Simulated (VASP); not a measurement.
Write the native input for VASP 6.6.1 that does the following.

* Task: single point
* Functional: PBE
* Potentials or basis: VASP PAW PBE potentials, release 64 (Ag)
* Cutoff: 520 eV
* k mesh: 17 × 17 × 17
* Occupations: fermi-dirac, width 0.08 eV
* Spin: no spin polarisation
* Dipole correction: no
* Further INCAR settings: ALGO = Normal; EDIFF = 1e-06; NBANDS = 12

The structure of Ag lies in POSCAR:

```
Ag
1.0
    0.0000000000      1.9428775408      1.9428775408
    1.9428775408      0.0000000000      1.9428775408
    1.9428775408      1.9428775408      0.0000000000
Ag
1
Direct
    0.0000000000      0.0000000000      0.0000000000
```

This cell differs from its parent crystal: volume scaled by 0.822, to set the pressure.

These files were run (other wordings do the same):

INCAR

```
  PREC = Accurate
  ENCUT = 520
  EDIFF = 1E-6
  ISMEAR = -1
  SIGMA = 0.08
  LREAL = F
  LASPH = T
  NELM = 80
  ALGO = Normal
  ISIF = 2
  LWAVE = F
  LCHARG = T
  GGA = PE
  LELF = T
  LVHAR = T
  NBANDS = 12
```

KPOINTS

```
regular mesh
0
Gamma
  17 17 17
```

Potentials or basis: VASP PAW PBE potentials, release 64 (Ag).

Command:

```sh
$ cat potpaw_PBE.64/Ag/POTCAR > POTCAR
$ mpirun -np 1 vasp_std > vasp.out
```

Results of the run:

```
Pressure : 30.7 GPa
```

Caveat: the cell differs from its parent crystal (volume scaled by 0.822, to set the pressure).

Run time: 9.3 s on 1 thread of Intel(R) Xeon(R) 6975P-C (Granite Rapids), on a shared host, peak memory 0.14 GiB.
